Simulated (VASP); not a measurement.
# C (Fmmm) in VASP: relaxation of cell and atoms with PBE

Aim: the relaxation of cell and atoms of C with PBE.

Program: VASP 6.6.1. These are calculated values, not measurements. Logs are shortened: lines on timing, memory, paths and dates and some standing lists are left out, and cuts for length are marked.

### 1 The cell of the first run

It takes space group Fmmm (No. 69, orthorhombic). The conventional cell has a = 2.466 Å, b = 4.272 Å, c = 8.618 Å, α = 90.00°, β = 90.00°, γ = 90.00°. C (site symmetry m2m) has 3 C at 1.42 Å within 1.9 Å.

The cell was generated, and may not be a known phase.

### 2 Relaxation of cell and atoms, PBE

Input file INCAR:

```
ALGO = Normal ; EDIFF = 1E-7
EDIFFG = -0.01 ; ENCUT = 600
GGA = PE ; IBRION = 2
ISIF = 3 ; ISMEAR = 0
LASPH = T ; LCHARG = F
LREAL = F ; LWAVE = F
NELM = 100 ; NSW = 100
PREC = Accurate ; SIGMA = 0.02
```

Input file KPOINTS:

```
k-points
0
Gamma
  14 14 14
```

Input file POSCAR:

```
C
1.0
    0.0000000000      2.1360350402      4.3088667325
    1.2332418407      0.0000000000      4.3088667325
    1.2332418407      2.1360350402      0.0000000000
C
2
Direct
    0.6666711110      0.3333288890      0.6666711110
    0.3333288890      0.6666711110      0.3333288890
```

Potentials or basis: VASP PAW PBE potentials, release 64 (C).

Command:

```sh
cat potpaw_PBE.64/C/POTCAR > POTCAR
mpirun -np 1 vasp_std > vasp.out
```

OUTCAR:

```text
EDIFF = 1E-7
   EDIFFG = -0.01
   ENCUT = 600
   GGA = PE
   IBRION = 2
   ISIF = 3
   ISMEAR = 0
   LASPH = T
   LREAL = F
   NELM = 100
   NSW = 100
   PREC = Accurate

 ion  position               nearest neighbor table
   1  0.667  0.333  0.667-   2 1.42   2 1.42   2 1.42
   2  0.333  0.667  0.333-   1 1.42   1 1.42   1 1.42

  LATTYP: Found a face centered orthorhombic cell.
 ALAT       =     2.4664836814
 B/A-ratio  =     1.7320487918
 C/A-ratio  =     3.4939349204

  Lattice vectors:

 A1 = (   0.0000000000,   2.1360350402,   4.3088667325)
 A2 = (   1.2332418407,   0.0000000000,   4.3088667325)
 A3 = (   1.2332418407,   2.1360350402,   0.0000000000)

Analysis of symmetry for initial positions (statically):
=====================================================================
 Subroutine PRICEL returns:
 Original cell was already a primitive cell.

 Routine SETGRP: Setting up the symmetry group for a
 face centered orthorhombic supercell.

 Subroutine GETGRP returns: Found  8 space group operations
 (whereof  8 operations were pure point group operations)
 out of a pool of  8 trial point group operations.

The static configuration has the point symmetry D_2h.

Analysis of symmetry for dynamics (positions and initial velocities):
=====================================================================
 Subroutine PRICEL returns:
 Original cell was already a primitive cell.

 Routine SETGRP: Setting up the symmetry group for a
 face centered orthorhombic supercell.

 Subroutine GETGRP returns: Found  8 space group operations
 (whereof  8 operations were pure point group operations)
 out of a pool of  8 trial point group operations.

The dynamic configuration has the point symmetry D_2h.

 Subroutine INISYM returns: Found  8 space group operations
 (whereof  8 operations are pure point group operations),
 and found     1 'primitive' translations

----------------------------------------------------------------------------------------

                                     Primitive cell

  volume of cell :      22.7012

  direct lattice vectors                    reciprocal lattice vectors
     0.000000000  2.136035040  4.308866733    -0.405435482  0.234078557  0.116039792
     1.233241841  0.000000000  4.308866733     0.405435482 -0.234078557  0.116039792
     1.233241841  2.136035040  0.000000000     0.405435482  0.234078557 -0.116039792

  length of vectors
     4.809259632  4.481876611  2.466481529     0.482323475  0.482323475  0.482323475

  position of ions in fractional coordinates (direct lattice)
     0.666671111  0.333328889  0.666671111
     0.333328889  0.666671111  0.333328889

  ion indices of the primitive-cell ions
   primitive index   ion index
                 1           1
                 2           2

----------------------------------------------------------------------------------------

 KPOINTS: k-points

Automatic generation of k-mesh.
 Grid dimensions read from file:
 generate k-points for:   14   14   14

 Generating k-lattice:

  Cartesian coordinates                     Fractional coordinates (reciprocal lattice)
    -0.028959677  0.016719897  0.008288557     0.071428571  0.000000000  0.000000000
     0.028959677 -0.016719897  0.008288557     0.000000000  0.071428571  0.000000000
     0.028959677  0.016719897 -0.008288557     0.000000000  0.000000000  0.071428571

  Length of vectors
     0.034451677  0.034451677  0.034451677

  Shift w.r.t. Gamma in fractional coordinates (k-lattice)
     0.000000000  0.000000000  0.000000000

 Subroutine IBZKPT returns following result:
 ===========================================

 Found    428 irreducible k-points:

 Following reciprocal coordinates:
            Coordinates               Weight
  0.000000  0.000000  0.000000      1.000000
  0.071429  0.000000  0.000000      8.000000
  0.142857  0.000000  0.000000      8.000000
  0.214286  0.000000  0.000000      8.000000
  0.285714  0.000000  0.000000      8.000000
  0.357143  0.000000  0.000000      8.000000
[... 16 lines left out ...]
  0.214286  0.142857  0.000000      8.000000
  0.285714  0.142857  0.000000      8.000000
 [... further k-points ...]
   k-points           NKPTS =    428   k-points in BZ     NKDIM =    428   number of bands    NBANDS=      8
   number of dos      NEDOS =    301   number of ions     NIONS =      2
   total plane-waves  NPLWV =  28800
   dimension x,y,z NGX =    40 NGY =   36 NGZ =   20
   dimension x,y,z NGXF=    80 NGYF=   72 NGZF=   40
   ions per type =               2
   NGX,Y,Z   is equivalent  to a cutoff of  13.83, 13.35, 13.48 a.u.
   NGXF,Y,Z  is equivalent  to a cutoff of  27.65, 26.71, 26.96 a.u.
 SYSTEM =  unknown system
   PREC   = accura    normal or accurate (medium, high low for compatibility)
   ISTART =      0    job   : 0-new  1-cont  2-samecut
   ICHARG =      2    charge: 1-file 2-atom 10-const
   ISPIN  =      1    spin polarized calculation?
   LNONCOLLINEAR =      F non collinear calculations
   LSORBIT =      F    spin-orbit coupling
   LASPH  =      T    aspherical Exc in radial PAW
   ENCUT  =  600.0 eV  44.10 Ry    6.64 a.u.   9.61  8.95  4.93*2*pi/ulx,y,z
   NELM   =    100;   NELMIN=  2; NELMDL= -5     # of ELM steps
   EDIFF  = 0.1E-06   stopping-criterion for ELM
   LREAL  =      F    real-space projection
   EDIFFG = -.1E-01   stopping-criterion for IOM
   NSW    =    100    number of steps for IOM
   IBRION =      2    ionic relax: 0-MD 1-quasi-New 2-CG
   NFREE  =      1    steps in history (QN), initial steepest desc. (CG)
   ISIF   =      3    stress and relaxation
   ISYM   =      2    0-nonsym 1-usesym 2-fastsym
   POTIM  = 0.5000    time-step for ionic-motion
   TEBEG  =    0.0;   TEEND  =   0.0 temperature during run
   PSTRESS=    0.0 pullay stress
   NELECT =       8.0000    total number of electrons
   NUPDOWN=      -1.0000    fix difference up-down
   EMIN   =  10.00;   EMAX   =-10.00  energy-range for DOS
   EFERMI =   0.00;   METHOD = LEGACY
   ISMEAR =     0;   SIGMA  =   0.02  broadening in eV -4-tet -1-fermi 0-gaus
   EFERMI_NEDOS =   21; number of points for ismear=-14 and -15
   IALGO  =     38    algorithm
   IMIX   =      4    mixing-type and parameters
     AMIX     =   0.40;   BMIX     =  1.00
     AMIX_MAG =   1.60;   BMIX_MAG =  1.00
  volume/ion in A,a.u.               =      11.35        76.60
  Fermi-wavevector in a.u.,A,eV,Ry     =   1.156347  2.185179 18.192880  1.337139
  Thomas-Fermi vector in A             =   2.292968
   LORBIT       =      0    0 simple, 1 ext, 2 COOP (PROOUT), +10 PAW based schemes
   GGA     = PE    functional components
   LHFCALC =     F    Hartree Fock is set to
   AEXX    =    0.0000 exact exchange contribution
   IVDW    =     0    specifies the selected vdW correction
   LEPSILON=     F    determine dielectric tensor
   LRPA    =     F    only Hartree local field effects (RPA)
 conjugate gradient relaxation of ions
 non-spin polarized calculation
 Gauss-broadening in eV      SIGMA  =   0.02
  energy-cutoff  :      600.00
  volume of cell :       22.70
 maximum number of plane-waves:       781
   NGX = 19   NGY = 17   NGZ =  9

--------------------------------------- Ionic step        1  -------------------------------------------

 number of electron       8.0000000 magnetization

 Free energy of the ion-electron system (eV)
  ---------------------------------------------------
  ext. energy  EPLUGINS =         0.00000000
  ---------------------------------------------------
  free energy    TOTEN  =       -18.45873385 eV

  energy without entropy =      -18.45873385  energy(sigma->0) =      -18.45873385

------------------------ aborting loop because EDIFF is reached ----------------------------------------

  FORCE on cell =-STRESS in cart. coord.  units (eV):
  Direction    XX          YY          ZZ          XY          YZ          ZX
  --------------------------------------------------------------------------------------
  -------------------------------------------------------------------------------------
  Total        0.0187610      0.0187795     -0.0306283      0.0000000      0.0000000      0.0000000
  in kB        1.3240868      1.3253908     -2.1616389      0.0000000      0.0000000      0.0000000
  external PRESSURE =       0.1626129 kB  Pullay stress =       0.0000000 kB
[... 89 lines left out ...]
  FREE ENERGIE OF THE ION-ELECTRON SYSTEM (eV)
  ---------------------------------------------------
  free  energy   TOTEN  =       -18.4587471888 eV

  energy  without entropy=      -18.4587471888  energy(sigma->0) =      -18.45874719

[... ionic steps 4 to 13 ...]

--------------------------------------- Ionic step       14  -------------------------------------------

 number of electron       8.0000000 magnetization

------------------------ aborting loop because EDIFF is reached ----------------------------------------

  FORCE on cell =-STRESS in cart. coord.  units (eV):
  Direction    XX          YY          ZZ          XY          YZ          ZX
  --------------------------------------------------------------------------------------
  -------------------------------------------------------------------------------------
  Total        0.0704389      0.0659332      0.0014472      0.0000000      0.0000000      0.0000000
  in kB        5.3167655      4.9766772      0.1092361      0.0000000      0.0000000      0.0000000
  external PRESSURE =       3.4675596 kB  Pullay stress =       0.0000000 kB
[... 57 lines left out ...]
  energy  without entropy=      -18.4600780491  energy(sigma->0) =      -18.46007805

--------------------------------------- Ionic step       16  -------------------------------------------

 number of electron       8.0000000 magnetization

 Free energy of the ion-electron system (eV)
  ---------------------------------------------------
  ext. energy  EPLUGINS =         0.00000000
  ---------------------------------------------------
  free energy    TOTEN  =       -18.46009442 eV

  energy without entropy =      -18.46009442  energy(sigma->0) =      -18.46009442

 E-fermi :   3.0034     XC(G=0):  -9.1082

 val. band max:        2.8302349872   @ k =   0.5000  -0.1429   0.3571
 cond. band min:       3.7478346999   @ k =  -0.0714   0.2857   0.2857
 fundamental gap:      0.9175997127
 Fermi energy:         3.0033859073

 k-point     1 :       0.0000    0.0000    0.0000
  band No.  band energies     occupation
      1     -16.3142      2.00000
      2      -4.0106      2.00000
      3       0.1857      2.00000
      4       0.1906      2.00000
      5       6.5098      0.00000
      6      11.5319      0.00000
      7      11.5419      0.00000
      8      14.6291      0.00000
[... 243 lines left out ...]
 k-point    24 :       0.2857    0.1429    0.0000
  band No.  band energies     occupation
      1     -15.8080      2.00000
      2      -3.7373      2.00000
      3      -1.5644      2.00000
      4      -0.6933      2.00000
      5       8.2608      0.00000
      6      11.5984      0.00000
      7      13.0705      0.00000
      8      13.4521      0.00000

 [... further k-points ...]

------------------------ aborting loop because EDIFF is reached ----------------------------------------

  FORCE on cell =-STRESS in cart. coord.  units (eV):
  Direction    XX          YY          ZZ          XY          YZ          ZX
  --------------------------------------------------------------------------------------
  -------------------------------------------------------------------------------------
  Total       -0.0088794     -0.0037131      0.0013855     -0.0000000      0.0000000      0.0000000
  in kB       -0.6729151     -0.2813925      0.1049962     -0.0000000      0.0000000      0.0000000
  external PRESSURE =      -0.2831038 kB  Pullay stress =       0.0000000 kB
[... 17 lines left out ...]
  FREE ENERGIE OF THE ION-ELECTRON SYSTEM (eV)
  ---------------------------------------------------
  free  energy   TOTEN  =       -18.4600944222 eV

  energy  without entropy=      -18.4600944222  energy(sigma->0) =      -18.46009442

 reached required accuracy - stopping structural energy minimisation
```

Wall time 9.8 min (1 thread of AMD EPYC 9R45 (Zen 5), shared host); peak memory 0.2 GiB.

Results:

```
Free energy                           : -18.4601 eV
Relaxed volume                        : 10.57 Å³/atom
Relaxed cell                          : a = 4.545 Å, b = 4.197 Å, c = 2.467 Å, α = 81.55°, β = 65.98°, γ = 32.47°
Space group after relaxing (to 0.1 Å) : Fmmm (No. 69)
Energy gained by relaxing             : 0.7 meV/atom
Ionic steps                           : 16
Pressure after relaxing               : 0.0 GPa
Largest force after relaxing          : 0.008 eV/Å
```

Forces in eV/Å, atoms in the order of the input:
```
C    0.000  0.008  0.000
C    0.000 -0.008  0.000
```

The path:
```tsv
step	energy change (eV)	largest force (eV/Å)	pressure (GPa)	volume (Å³)
1	0.0000	0.0000	0.02	22.70
2	0.0000	0.0001	-0.27	22.71
3	0.0000	0.0001	-0.18	22.70
4	0.0000	0.0000	-0.17	22.69
5	-0.0001	0.0003	-0.16	22.65
6	-0.0002	0.0007	-0.13	22.57
7	-0.0004	0.0017	-0.06	22.42
8	-0.0007	0.0036	0.07	22.10
9	-0.0012	0.0070	0.37	21.48
10	-0.0003	0.0122	1.09	20.23
11	-0.0013	0.0081	0.48	21.26
12	-0.0013	0.0058	0.44	21.25
13	-0.0013	0.0049	0.39	21.24
14	-0.0013	0.0031	0.35	21.23
15	-0.0013	0.0006	0.21	21.20
16	-0.0014	0.0079	-0.03	21.14
```

Final structure:
```
C
1.0
     0.00000    2.13621    4.01207
     1.23336    0.00000    4.01207
     1.23336    2.13621    0.00000
C
2
Cartesian
  1.2334 2.8483 4.0121
  1.2334 1.4242 4.0121
```

Caveat: this functional lacks dispersion, which binds layers or chains, so the pressure and a relaxed spacing across them are unreliable.
